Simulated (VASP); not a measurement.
# Sn (I4/mmm) in VASP: single point with r2SCAN

Aim: the single point of Sn with r2SCAN.

Everything below comes from runs of VASP 6.6.1. Logs are shortened: lines on timing, memory, paths and dates and some standing lists are left out, and cuts for length are marked.

### 1 The cell of the first run

The typed cell holds 1 atom: a = 3.370 Å, b = 3.370 Å, c = 3.370 Å, α = 120.00°, β = 120.00°, γ = 90.01°.

This isn't the form of Sn at room conditions, which is tetragonal (white tin).

### 2 Single point, r2SCAN

Input file POSCAR:

```
Sn
1.0
   -1.6850289171      1.6850289171      2.3826308888
    1.6850289171     -1.6850289171      2.3826308888
    1.6850289171      1.6850289171     -2.3826308888
Sn
1
Direct
    0.0000000000      0.0000000000      0.0000000000
```

Input file INCAR.step1:

```
SYSTEM = Sn
PREC     = Accurate       ! precision mode
ENCUT    = 520            ! plane-wave cutoff, eV
ISMEAR   = 0              ! smearing method
SIGMA    = 0.15           ! smearing width, eV
LREAL    = .False.        ! projectors in reciprocal space
LASPH    = .True.         ! aspherical terms in the spheres
NELM     = 100            ! most SCF steps
NBANDS   = 13             ! bands
GGA      = PE             ! functional
ALGO     = Normal         ! electronic algorithm
EDIFF    = 1E-4           ! SCF threshold, eV
LWAVE    = .True.         ! write WAVECAR
LCHARG   = .False.        ! write CHGCAR
```

Input file INCAR.step2:

```
SYSTEM = Sn
PREC     = Accurate       ! precision mode
ENCUT    = 520            ! plane-wave cutoff, eV
EDIFF    = 1E-6           ! SCF threshold, eV
ISMEAR   = 0              ! smearing method
SIGMA    = 0.15           ! smearing width, eV
LREAL    = .False.        ! projectors in reciprocal space
LASPH    = .True.         ! aspherical terms in the spheres
NELM     = 100            ! most SCF steps
ALGO     = Normal         ! electronic algorithm
ISIF     = 2              ! what is computed and relaxed
LWAVE    = .False.        ! write WAVECAR
LCHARG   = .False.        ! write CHGCAR
METAGGA  = R2SCAN         ! meta-GGA
LMIXTAU  = .True.       
NBANDS   = 13             ! bands
ISTART   = 1
```

Input file KPOINTS:

```
Automatic mesh
0
Gamma
  24 24 24
  0 0 0
```

Potentials or basis: VASP PAW PBE potentials, release 64 (Sn_d).

On the command line:

```bash
$ cat potpaw_PBE.64/Sn_d/POTCAR > POTCAR
$ cp INCAR.step1 INCAR
$ mpirun -np 1 vasp_std > vasp.out
$ cp INCAR.step2 INCAR
$ mpirun -np 1 vasp_std > vasp.out
```

OUTCAR:

```text
SYSTEM = Sn
   PREC = Accurate
   ENCUT = 520
   EDIFF = 1E-6
   ISMEAR = 0
   LREAL = .False.
   LASPH = .True.
   NELM = 100
   ISIF = 2
   METAGGA = R2SCAN
   ISTART = 1

 ion  position               nearest neighbor table
   1  0.000  0.000  0.000-

  LATTYP: Found a body centered tetragonal cell.
 ALAT       =     3.3700578342
 C/A-ratio  =     1.4140000000

  Lattice vectors:

 A1 = (  -1.6850289171,   1.6850289171,   2.3826308888)
 A2 = (   1.6850289171,  -1.6850289171,   2.3826308888)
 A3 = (   1.6850289171,   1.6850289171,  -2.3826308888)

Analysis of symmetry for initial positions (statically):
=====================================================================
 Subroutine PRICEL returns:
 Original cell was already a primitive cell.

 Routine SETGRP: Setting up the symmetry group for a
 body centered tetragonal supercell.

 Subroutine GETGRP returns: Found 16 space group operations
 (whereof 16 operations were pure point group operations)
 out of a pool of 16 trial point group operations.

The static configuration has the point symmetry D_4h.

Analysis of symmetry for dynamics (positions and initial velocities):
=====================================================================
 Subroutine PRICEL returns:
 Original cell was already a primitive cell.

 Routine SETGRP: Setting up the symmetry group for a
 body centered tetragonal supercell.

 Subroutine GETGRP returns: Found 16 space group operations
 (whereof 16 operations were pure point group operations)
 out of a pool of 16 trial point group operations.

The dynamic configuration has the point symmetry D_4h.

 Subroutine INISYM returns: Found 16 space group operations
 (whereof 16 operations are pure point group operations),
 and found     1 'primitive' translations

----------------------------------------------------------------------------------------

                                     Primitive cell

  volume of cell :      27.0602

  direct lattice vectors                    reciprocal lattice vectors
    -1.685028917  1.685028917  2.382630889     0.000000000  0.296730813  0.209852060
     1.685028917 -1.685028917  2.382630889     0.296730813  0.000000000  0.209852060
     1.685028917  1.685028917 -2.382630889     0.296730813  0.296730813  0.000000000

  length of vectors
     3.369803385  3.369803385  3.369803385     0.363437838  0.363437838  0.419640740

  position of ions in fractional coordinates (direct lattice)
     0.000000000  0.000000000  0.000000000

  ion indices of the primitive-cell ions
   primitive index   ion index
                 1           1

----------------------------------------------------------------------------------------

 KPOINTS: Automatic mesh

Automatic generation of k-mesh.
 Grid dimensions read from file:
 generate k-points for:   24   24   24

 Generating k-lattice:

  Cartesian coordinates                     Fractional coordinates (reciprocal lattice)
     0.000000000  0.012363784  0.008743836     0.041666667 -0.000000000  0.000000000
     0.012363784  0.000000000  0.008743836    -0.000000000  0.041666667  0.000000000
     0.012363784  0.012363784  0.000000000     0.000000000  0.000000000  0.041666667

  Length of vectors
     0.015143243  0.015143243  0.017485031

  Shift w.r.t. Gamma in fractional coordinates (k-lattice)
     0.000000000  0.000000000  0.000000000

 Subroutine IBZKPT returns following result:
 ===========================================

 Found   1063 irreducible k-points:

 Following reciprocal coordinates:
            Coordinates               Weight
  0.000000  0.000000  0.000000      1.000000
  0.041667 -0.000000  0.000000      8.000000
  0.083333 -0.000000  0.000000      8.000000
  0.125000 -0.000000  0.000000      8.000000
  0.166667 -0.000000  0.000000      8.000000
  0.208333  0.000000 -0.000000      8.000000
[... 16 lines left out ...]
  0.416667  0.041667 -0.000000     16.000000
  0.458333  0.041667  0.000000     16.000000
 [... further k-points ...]
   k-points           NKPTS =   1063   k-points in BZ     NKDIM =   1063   number of bands    NBANDS=     13
   number of dos      NEDOS =    301   number of ions     NIONS =      1
   total plane-waves  NPLWV =  21952
   dimension x,y,z NGX =    28 NGY =   28 NGZ =   28
   dimension x,y,z NGXF=    56 NGYF=   56 NGZF=   56
   ions per type =               1
   NGX,Y,Z   is equivalent  to a cutoff of  13.81, 13.81, 13.81 a.u.
   NGXF,Y,Z  is equivalent  to a cutoff of  27.63, 27.63, 27.63 a.u.
 SYSTEM =  Sn
   PREC   = accura    normal or accurate (medium, high low for compatibility)
   ISTART =      1    job   : 0-new  1-cont  2-samecut
   ICHARG =      0    charge: 1-file 2-atom 10-const
   ISPIN  =      1    spin polarized calculation?
   LNONCOLLINEAR =      F non collinear calculations
   LSORBIT =      F    spin-orbit coupling
   LASPH  =      T    aspherical Exc in radial PAW
   ENCUT  =  520.0 eV  38.22 Ry    6.18 a.u.   6.27  6.27  6.27*2*pi/ulx,y,z
   NELM   =    100;   NELMIN=  2; NELMDL=  0     # of ELM steps
   EDIFF  = 0.1E-05   stopping-criterion for ELM
   LREAL  =      F    real-space projection
   EDIFFG = 0.1E-04   stopping-criterion for IOM
   NSW    =      0    number of steps for IOM
   IBRION =     -1    ionic relax: 0-MD 1-quasi-New 2-CG
   NFREE  =      0    steps in history (QN), initial steepest desc. (CG)
   ISIF   =      2    stress and relaxation
   ISYM   =      2    0-nonsym 1-usesym 2-fastsym
   POTIM  = 0.5000    time-step for ionic-motion
   TEBEG  =    0.0;   TEEND  =   0.0 temperature during run
   PSTRESS=    0.0 pullay stress
   NELECT =      14.0000    total number of electrons
   NUPDOWN=      -1.0000    fix difference up-down
   EMIN   =  10.00;   EMAX   =-10.00  energy-range for DOS
   EFERMI =   0.00;   METHOD = LEGACY
   ISMEAR =     0;   SIGMA  =   0.15  broadening in eV -4-tet -1-fermi 0-gaus
   EFERMI_NEDOS =   21; number of points for ismear=-14 and -15
   IALGO  =     38    algorithm
   IMIX   =      4    mixing-type and parameters
     AMIX     =   0.40;   BMIX     =  1.00
     AMIX_MAG =   1.60;   BMIX_MAG =  1.00
  volume/ion in A,a.u.               =      27.06       182.61
  Fermi-wavevector in a.u.,A,eV,Ry     =   1.314237  2.483548 23.500239  1.727219
  Thomas-Fermi vector in A             =   2.444504
   LORBIT       =      0    0 simple, 1 ext, 2 COOP (PROOUT), +10 PAW based schemes
   METAGGA = R2SCAN    functional components
   LHFCALC =     F    Hartree Fock is set to
   AEXX    =    0.0000 exact exchange contribution
   IVDW    =     0    specifies the selected vdW correction
   LEPSILON=     F    determine dielectric tensor
   LRPA    =     F    only Hartree local field effects (RPA)
 non-spin polarized calculation
 Gauss-broadening in eV      SIGMA  =   0.15
  energy-cutoff  :      520.00
  volume of cell :       27.06
 maximum number of plane-waves:       745
 NGX is ok and might be reduce to    28
   NGX = 13   NGY = 13   NGZ = 13

 number of electron      14.0000004 magnetization

 Free energy of the ion-electron system (eV)
  ---------------------------------------------------
  ext. energy  EPLUGINS =         0.00000000
  ---------------------------------------------------
  free energy    TOTEN  =       -24.50616943 eV

  energy without entropy =      -24.50035144  energy(sigma->0) =      -24.50326044

 E-fermi :   8.1748     XC(G=0): -11.3001

 val. band max:        8.1604592001   @ k =  -0.3333   0.1250  -0.0000
 cond. band min:       8.1750743537   @ k =   0.3750   0.2500   0.0000
 fundamental gap:      0.0146151536
 Fermi energy:         8.1748489529

 k-point     1 :       0.0000    0.0000    0.0000
  band No.  band energies     occupation
      1     -14.1294      2.00000
      2     -14.1294      2.00000
      3     -14.1294      2.00000
      4     -14.0447      2.00000
      5     -14.0446      2.00000
      6      -3.6168      2.00000
      7      16.3696      0.00000
      8      16.3699      0.00000
      9      16.3699      0.00000
     10      19.4103      0.00000
     11      20.5523      0.00000
     12      20.5523      0.00000
     13      20.5532      0.00000

 k-point     2 :       0.0417   -0.0000    0.0000
  band No.  band energies     occupation
      1     -14.1293      2.00000
      2     -14.1278      2.00000
      3     -14.1277      2.00000
      4     -14.0449      2.00000
      5     -14.0447      2.00000
      6      -3.5788      2.00000
      7      15.9047      0.00000
      8      16.3023      0.00000
      9      16.3024      0.00000
     10      19.0790      0.00000
     11      20.6654      0.00000
     12      20.6659      0.00000
     13      21.2725      0.00000

 k-point     3 :       0.0833   -0.0000    0.0000
  band No.  band energies     occupation
      1     -14.1291      2.00000
      2     -14.1232      2.00000
      3     -14.1231      2.00000
      4     -14.0449      2.00000
      5     -14.0448      2.00000
      6      -3.4646      2.00000
      7      14.7901      0.00000
      8      16.1213      0.00000
      9      16.1215      0.00000
     10      18.7877      0.00000
     11      20.9760      0.00000
     12      20.9765      0.00000
     13      22.3515      0.00000
[... 305 lines left out ...]
 k-point    23 :       0.4167    0.0417   -0.0000
  band No.  band energies     occupation
      1     -14.1296      2.00000
      2     -14.1203      2.00000
      3     -14.1183      2.00000
      4     -13.9690      2.00000
      5     -13.9640      2.00000
      6       0.3614      2.00000
      7       4.1774      2.00000
      8      13.8239      0.00000
      9      14.4274      0.00000
     10      18.4291      0.00000
     11      19.2271      0.00000
     12      19.4620      0.00000
     13      20.5944      0.00000

 k-point    24 :       0.4583    0.0417    0.0000
  band No.  band energies     occupation
      1     -14.1299      2.00000
      2     -14.1221      2.00000
      3     -14.1196      2.00000
      4     -13.9617      2.00000
      5     -13.9609      2.00000
      6       0.9368      2.00000
      7       3.4232      2.00000
      8      13.8695      0.00000
      9      14.2659      0.00000
     10      18.3061      0.00000
     11      19.2726      0.00000
     12      19.4576      0.00000
     13      20.3471      0.00000

 [... further k-points ...]

------------------------ aborting loop because EDIFF is reached ----------------------------------------

  FORCE on cell =-STRESS in cart. coord.  units (eV):
  Direction    XX          YY          ZZ          XY          YZ          ZX
  --------------------------------------------------------------------------------------
  -------------------------------------------------------------------------------------
  Total        0.0812236      0.0812236      0.0810654      0.0000000      0.0000000      0.0000000
  in kB        4.8090701      4.8090701      4.7997052      0.0000000      0.0000000      0.0000000
  external PRESSURE =       4.8059485 kB  Pullay stress =       0.0000000 kB

 VOLUME and BASIS-vectors are now :
 -----------------------------------------------------------------------------
  energy-cutoff  :      520.00
  volume of cell :       27.06
      direct lattice vectors                 reciprocal lattice vectors
    -1.685028917  1.685028917  2.382630889     0.000000000  0.296730813  0.209852060
     1.685028917 -1.685028917  2.382630889     0.296730813  0.000000000  0.209852060
     1.685028917  1.685028917 -2.382630889     0.296730813  0.296730813  0.000000000

 POSITION                                       TOTAL-FORCE (eV/Angst)
 -----------------------------------------------------------------------------------
      0.00000      0.00000      0.00000        -0.000000     -0.000000      0.000000
 -----------------------------------------------------------------------------------
    total drift:                                0.000000      0.000000      0.000000

  FREE ENERGIE OF THE ION-ELECTRON SYSTEM (eV)
  ---------------------------------------------------
  free  energy   TOTEN  =       -24.5061694277 eV

  energy  without entropy=      -24.5003514448  energy(sigma->0) =      -24.50326044
```

It took 34 min on 1 thread of Oxide Virtual Turin-like, shared host; peak memory 0.41 GiB.

What came out:

```yaml
Free_energy: -24.5062 eV
Pressure: 0.5 GPa
Band_gap_on_the_k_mesh: zero (bands 7 and 8 overlap by 10.27 eV)
```

Caveat: the PAW data sets were made with another functional, which shifts forces and pressure a little; spin-orbit coupling is left out, which moves the levels of the heavy elements.
